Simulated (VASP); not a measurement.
# H3C2 (C2/m) in VASP: relaxation of shape and atoms at fixed volume with PBE+D3(BJ)

Aim: the relaxation of shape and atoms at fixed volume of H3C2 with PBE+D3(BJ).

Program: VASP 6.6.1. These are calculated values, not measurements. Logs are shortened: lines on timing, memory, paths and dates and some standing lists are left out, and cuts for length are marked.

## (1) The cell of the first run

The structure is monoclinic, space group C2/m (No. 12). The conventional cell has a = 6.909 Å, b = 6.654 Å, c = 4.493 Å, α = 90.00°, β = 95.81°, γ = 90.00°. H (site symmetry m) has 1 C at 1.11 Å within 1.5 Å. H (site symmetry 1) has 1 C at 1.11 Å within 1.5 Å. Within 1.6 Å of C (site symmetry m) lie 2 C at 1.23 to 1.47 Å. C (site symmetry m) has 3 H at 1.11 Å and 1 C at 1.47 Å within 1.5 Å.

## (2) Relaxation of shape and atoms at fixed volume, PBE+D3(BJ) (10.27 Å³/atom)

Input file INCAR:

```
  ALGO = Normal
  EDIFF = 1E-7
  EDIFFG = -0.01
  ENCUT = 600
  GGA = PE
  IBRION = 2
  ISIF = 4
  ISMEAR = 0
  IVDW = 12
  LASPH = T
  LCHARG = F
  LREAL = F
  LWAVE = F
  NELM = 80
  NSW = 50
  PREC = Accurate
  SIGMA = 0.02
```

Input file KPOINTS:

```
k-points
0
Gamma
  6 6 6
```

Input file POSCAR:

```
H3C2
1.0
    3.4521003645     -3.3269772507      0.1252784299
    3.4521003645      3.3269772507      0.1252784299
   -0.6166118148      0.0000000000      4.4503880960
H C
6 4
Direct
    0.2421191684      0.2421191684      0.5088432339
    0.7578808316      0.7578808316      0.4911567661
    0.2180082057      0.4885713391      0.2234439871
    0.5114286609      0.7819917943      0.7765560129
    0.7819917943      0.5114286609      0.7765560129
    0.4885713391      0.2180082057      0.2234439871
    0.0781664053      0.0781664053      0.0788559744
    0.9218335947      0.9218335947      0.9211440256
    0.2656230888      0.2656230888      0.2674074581
    0.7343769112      0.7343769112      0.7325925419
```

Potentials or basis: VASP PAW PBE potentials, release 64 (H, C).

Started as:

```bash
$ cat potpaw_PBE.64/H/POTCAR potpaw_PBE.64/C/POTCAR > POTCAR
$ mpirun -np 1 vasp_std > vasp.out
```

OUTCAR:

```text
EDIFF = 1E-7
   EDIFFG = -0.01
   ENCUT = 600
   GGA = PE
   IBRION = 2
   ISIF = 4
   ISMEAR = 0
   IVDW = 12
   LASPH = T
   LREAL = F
   NELM = 80
   NSW = 50
   PREC = Accurate
 IVDW          = 12

 ion  position               nearest neighbor table
   1  0.242  0.242  0.509-   9 1.11
   2  0.758  0.758  0.491-  10 1.11
   3  0.218  0.489  0.223-   9 1.11
   4  0.511  0.782  0.777-  10 1.11
   5  0.782  0.511  0.777-  10 1.11
   6  0.489  0.218  0.223-   9 1.11
   7  0.078  0.078  0.079-   8 1.23   9 1.47
   8  0.922  0.922  0.921-   7 1.23  10 1.47
   9  0.266  0.266  0.267-   1 1.11   3 1.11   6 1.11   7 1.47
  10  0.734  0.734  0.733-   2 1.11   4 1.11   5 1.11   8 1.47

  LATTYP: Found a base centered monoclinic cell.
 ALAT       =     6.9087456493
 B/A-ratio  =     0.9631204909
 C/A-ratio  =     0.6503208799
 COS(beta)  =    -0.1012275994

  Lattice vectors:

 A1 = (   3.4521003645,  -3.3269772507,   0.1252784299)
 A2 = (   3.4521003645,   3.3269772507,   0.1252784299)
 A3 = (  -0.6166118148,   0.0000000000,   4.4503880960)

Analysis of symmetry for initial positions (statically):
=====================================================================
 Subroutine PRICEL returns:
 Original cell was already a primitive cell.

 Routine SETGRP: Setting up the symmetry group for a
 base centered monoclinic supercell.

 Subroutine GETGRP returns: Found  4 space group operations
 (whereof  4 operations were pure point group operations)
 out of a pool of  4 trial point group operations.

The static configuration has the point symmetry C_2h.

Analysis of symmetry for dynamics (positions and initial velocities):
=====================================================================
 Subroutine PRICEL returns:
 Original cell was already a primitive cell.

 Routine SETGRP: Setting up the symmetry group for a
 base centered monoclinic supercell.

 Subroutine GETGRP returns: Found  4 space group operations
 (whereof  4 operations were pure point group operations)
 out of a pool of  4 trial point group operations.

The dynamic configuration has the point symmetry C_2h.

 Subroutine INISYM returns: Found  4 space group operations
 (whereof  4 operations are pure point group operations),
 and found     1 'primitive' translations

----------------------------------------------------------------------------------------

                                     Primitive cell

  volume of cell :     102.7399

  direct lattice vectors                    reciprocal lattice vectors
     3.452100365 -3.326977251  0.125278430     0.144114730 -0.150286570  0.019967437
     3.452100365  3.326977251  0.125278430     0.144114730  0.150286570  0.019967437
    -0.616611815  0.000000000  4.450388096    -0.008113660  0.000000000  0.223575338

[... 102 lines left out ...]
   NSW    =     50    number of steps for IOM
   IBRION =      2    ionic relax: 0-MD 1-quasi-New 2-CG
   NFREE  =      1    steps in history (QN), initial steepest desc. (CG)
   ISIF   =      4    stress and relaxation
   ISYM   =      2    0-nonsym 1-usesym 2-fastsym
   POTIM  = 0.5000    time-step for ionic-motion
   TEBEG  =    0.0;   TEEND  =   0.0 temperature during run
   PSTRESS=    0.0 pullay stress
   NELECT =      22.0000    total number of electrons
   NUPDOWN=      -1.0000    fix difference up-down
   EMIN   =  10.00;   EMAX   =-10.00  energy-range for DOS
   EFERMI =   0.00;   METHOD = LEGACY
   ISMEAR =     0;   SIGMA  =   0.02  broadening in eV -4-tet -1-fermi 0-gaus
   EFERMI_NEDOS =   21; number of points for ismear=-14 and -15
   IALGO  =     38    algorithm
   IMIX   =      4    mixing-type and parameters
     AMIX     =   0.40;   BMIX     =  1.00
     AMIX_MAG =   1.60;   BMIX_MAG =  1.00
  volume/ion in A,a.u.               =      10.27        69.33
  Fermi-wavevector in a.u.,A,eV,Ry     =   0.979421  1.850837 13.051591  0.959265
  Thomas-Fermi vector in A             =   2.110272
   LORBIT       =      0    0 simple, 1 ext, 2 COOP (PROOUT), +10 PAW based schemes
   GGA     = PE    functional components
   LHFCALC =     F    Hartree Fock is set to
   AEXX    =    0.0000 exact exchange contribution
   IVDW    =    12    specifies the selected vdW correction
   LEPSILON=     F    determine dielectric tensor
   LRPA    =     F    only Hartree local field effects (RPA)
 conjugate gradient relaxation of ions
 non-spin polarized calculation
 Gauss-broadening in eV      SIGMA  =   0.02
  energy-cutoff  :      600.00
  volume of cell :      102.74
 maximum number of plane-waves:      3449
 NGX is ok and might be reduce to    40
   NGX = 19   NGY = 19   NGZ = 17

--------------------------------------- Ionic step        1  -------------------------------------------

 number of electron      22.0000000 magnetization

 Free energy of the ion-electron system (eV)
  ---------------------------------------------------
  ext. energy  EPLUGINS =         0.00000000
  ---------------------------------------------------
  free energy    TOTEN  =       -56.73964574 eV

  energy without entropy =      -56.73964574  energy(sigma->0) =      -56.73964574

------------------------ aborting loop because EDIFF is reached ----------------------------------------

 Edisp (eV)   -0.52525

 E8    (eV) :    -0.1234
[... 129 lines left out ...]
  FREE ENERGIE OF THE ION-ELECTRON SYSTEM (eV)
  ---------------------------------------------------
  free  energy   TOTEN  =       -57.2769915340 eV

  energy  without entropy=      -57.2769915340  energy(sigma->0) =      -57.27699153

[... ionic steps 4 to 10 ...]

--------------------------------------- Ionic step       11  -------------------------------------------

 number of electron      22.0000001 magnetization

------------------------ aborting loop because EDIFF is reached ----------------------------------------
[... 91 lines left out ...]
--------------------------------------- Ionic step       13  -------------------------------------------

 number of electron      22.0000001 magnetization

 Free energy of the ion-electron system (eV)
  ---------------------------------------------------
  ext. energy  EPLUGINS =         0.00000000
  ---------------------------------------------------
  free energy    TOTEN  =       -56.77745917 eV

  energy without entropy =      -56.77745917  energy(sigma->0) =      -56.77745917

 E-fermi :  -1.8021     XC(G=0):  -7.1640

 val. band max:       -1.8908036658   @ k =   0.5000   0.5000   0.5000
 cond. band min:       2.6708318563   @ k =   0.0000   0.0000   0.0000
 fundamental gap:      4.5616355221
 Fermi energy:        -1.8021336848

 k-point     1 :       0.0000    0.0000    0.0000
  band No.  band energies     occupation
      1     -15.9399      2.00000
      2     -14.5504      2.00000
      3     -12.7389      2.00000
      4      -7.8303      2.00000
      5      -7.0550      2.00000
      6      -6.5908      2.00000
[... 457 lines left out ...]
      4      -7.9604      2.00000
      5      -6.9991      2.00000
      6      -6.6725      2.00000
[... 9 lines left out ...]
     16       6.6422      0.00000
     17       7.1711      0.00000

 [... further k-points ...]

------------------------ aborting loop because EDIFF is reached ----------------------------------------

 Edisp (eV)   -0.52374

 E8    (eV) :    -0.1228
[... 33 lines left out ...]
  FREE ENERGIE OF THE ION-ELECTRON SYSTEM (eV)
  ---------------------------------------------------
  free  energy   TOTEN  =       -57.3011990555 eV

  energy  without entropy=      -57.3011990555  energy(sigma->0) =      -57.30119906

 reached required accuracy - stopping structural energy minimisation
```

CONTCAR:

```text
H3C2
   1.00000000000000
     3.4366402785000472   -3.3405663688399487    0.1056943274331351
     3.4366402785000472    3.3405663688399487    0.1056943274331351
    -0.6392450637411724    0.0000000000000000    4.4549497289807212
  H               C
     6     4
Direct
     0.2420619657764314    0.2420619657764314    0.5045629267047937
     0.7579380342235686    0.7579380342235686    0.4954370732952061
     0.2183931396722619    0.4847013474335622    0.2237761668622581
     0.5152986525664377    0.7816068603277381    0.7762238331377419
     0.7816068603277381    0.5152986525664377    0.7762238331377419
     0.4847013474335622    0.2183931396722619    0.2237761668622581
     0.0778968966319436    0.0778968966319436    0.0785307476335127
     0.9221031033680562    0.9221031033680562    0.9214692523664872
     0.2645461499179355    0.2645461499179355    0.2663618787765827
     0.7354538500820645    0.7354538500820645    0.7336381212234172

  0.00000000E+00  0.00000000E+00  0.00000000E+00
  0.00000000E+00  0.00000000E+00  0.00000000E+00
  0.00000000E+00  0.00000000E+00  0.00000000E+00
  0.00000000E+00  0.00000000E+00  0.00000000E+00
  0.00000000E+00  0.00000000E+00  0.00000000E+00
  0.00000000E+00  0.00000000E+00  0.00000000E+00
  0.00000000E+00  0.00000000E+00  0.00000000E+00
  0.00000000E+00  0.00000000E+00  0.00000000E+00
  0.00000000E+00  0.00000000E+00  0.00000000E+00
  0.00000000E+00  0.00000000E+00  0.00000000E+00
```

Wall time 12 min (1 thread of Intel Xeon Platinum 8488C (Sapphire Rapids), shared host); peak memory 0.32 GiB.

What came out:

| Property | Result |
| --- | --- |
| Free energy | -57.3012 eV |
| Energy gained by relaxing | 3.6 meV/atom |
| Ionic steps | 13 |
| Pressure after relaxing | -0.6 GPa |
| Largest force after relaxing | 0.007 eV/Å |
| Band gap on the k mesh | 4.56 eV (least direct gap 5.26 eV) |
| Dispersion energy per atom | -0.052 eV |

Forces in eV/Å, atoms in the order of the input:
```
H   -0.005  0.000  0.003
H    0.005  0.000 -0.003
H    0.005  0.003  0.001
H   -0.005  0.003 -0.001
H   -0.005 -0.003 -0.001
H    0.005 -0.003  0.001
C   -0.007  0.000 -0.003
C    0.007  0.000  0.003
C    0.001  0.000 -0.003
C   -0.001  0.000  0.003
```

The path:
| step | energy change (eV) | largest force (eV/Å) | pressure (GPa) | volume (Å³) |
| --- | --- | --- | --- | --- |
| 1 | 0.0000 | 0.7305 | -3.79 | 102.74 |
| 2 | 0.2389 | 8.7432 | 2.46 | 102.74 |
| 3 | -0.0121 | 0.7260 | -2.75 | 102.74 |
| 4 | -0.0346 | 0.2934 | -0.23 | 102.74 |
| 5 | -0.0361 | 0.0826 | -0.75 | 102.74 |
| 6 | -0.0353 | 0.4221 | -0.37 | 102.74 |
| 7 | -0.0361 | 0.0350 | -0.66 | 102.74 |
| 8 | -0.0362 | 0.0326 | -0.63 | 102.74 |
| 9 | -0.0362 | 0.0369 | -0.63 | 102.74 |
| 10 | -0.0363 | 0.0583 | -0.60 | 102.74 |
| 11 | -0.0363 | 0.0451 | -0.61 | 102.74 |
| 12 | -0.0363 | 0.0305 | -0.65 | 102.74 |
| 13 | -0.0363 | 0.0073 | -0.64 | 102.74 |

Final structure:
```xyz
10
Lattice="3.4366 -3.3406 0.1057 3.4366 3.3406 0.1057 -0.6392 0.0000 4.4549" Properties=species:S:1:pos:R:3 pbc="T T T"
H     1.3412    0.0000    2.2990
H     4.8928    0.0000    2.3674
H     2.2732    0.8896    1.0712
H     3.9608    0.8896    3.5951
H     3.9608   -0.8896    3.5951
H     2.2732   -0.8896    1.0712
C     0.4852    0.0000    0.3663
C     5.7488    0.0000    4.3000
C     1.6480    0.0000    1.2426
C     4.5860    0.0000    3.4238
```

A k mesh can miss the band edges.
